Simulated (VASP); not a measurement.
Ni3GeC: single point with PBEsol

The system is Ni3GeC.

```
Ni Ge C
1.0
     3.80871    0.00000    0.00000
     0.00000    3.80871    0.00000
     0.00000    0.00000    3.80871
Ni Ge C
3 1 1
Direct
  0.00000 0.50000 0.50000
  0.50000 0.50000 0.00000
  0.50000 0.00000 0.50000
  0.02626 0.00000 0.00000
  0.50000 0.50000 0.50000
```

```
Program             : VASP 6.6.1
Task                : single point
Functional          : PBEsol
Potentials or basis : VASP PAW PBE potentials, release 64 (Ni, Ge_d, C)
Cutoff              : 520 eV
k mesh              : 5 × 5 × 5
Occupations         : fermi-dirac, width 0.05 eV
Spin                : collinear spin, ferromagnetic start
Starting moments    : [1.0, 1.0, 1.0, 0.0, 0.0] μB
```

```
Pressure                                              : -5.9 GPa
Largest force                                         : 0.238 eV/Å
Band gap on the k mesh                                : zero (filled and empty bands overlap)
Net moment                                            : 0.00 μB per cell
Valence electrons inside the program's atomic spheres : Ni 9.49; Ge 12.24; C 2.40
```

Forces on the atoms (eV/Å):
```
Ni   0.003  0.000  0.000
Ni   0.054  0.000  0.000
Ni   0.054  0.000  0.000
Ge  -0.238  0.000  0.000
C    0.127  0.000  0.000
```

Levels at points of the mesh, in eV from the Fermi level:
Spin up:
```tsv
k point	band 22	band 23	band 24	band 25	band 26	band 27
(0.00, 0.00, 0.00)	-0.94	-0.94	-0.68	0.51	1.56	1.56
```
Spin down:
```tsv
k point	band 22	band 23	band 24	band 25	band 26	band 27
(0.00, 0.00, 0.00)	-0.94	-0.94	-0.68	0.51	1.56	1.56
```

It took 63 s on 1 thread of Intel(R) Xeon(R) Platinum 8488C (Sapphire Rapids), on a shared host, peak memory 0.2 GiB.

Caveat: the cell stands under tension; the PAW data sets were made with another functional, which shifts forces and pressure a little.
